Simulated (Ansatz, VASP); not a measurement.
NaF in VASP and in Ansatz

```xyz
2
Lattice="0.0232 2.3349 2.3349 2.3349 0.0232 2.3349 2.3349 2.3349 0.0232" Properties=species:S:1:pos:R:3 pbc="T T T"
Na    0.0000    0.0000    0.0000
F     2.3465    2.3465    2.3465
```

Change from the starting cell: equal xy, yz and zx shear strains of +1 %.

Alike in both runs: task single point; functional LDA; k mesh 10 × 10 × 10; occupations fermi-dirac, width 0.02 eV; no spin polarisation.

|  | VASP | Ansatz |
| --- | --- | --- |
| version | VASP 6.6.1 | Ansatz 0.2.0 |
| potentials or method | VASP PAW LDA potentials, release 64 (Na_pv, F), cutoff 520 eV | all-electron LAPW, scalar-relativistic |

```tsv
	VASP	Ansatz	Ansatz less VASP
gap on the k mesh at the Fermi level (eV)	5.90	5.91	+0.010
pressure (GPa)	-4.7	-4.6	+0.13
traceless stress, the component that is largest in VASP (GPa)	-0.29	-0.29	-0.001
```

LDA's correlation is that of Perdew and Zunger in VASP and of Perdew and Wang (1992) in Ansatz. Ansatz ran all-electron here, and VASP with PAW potentials.
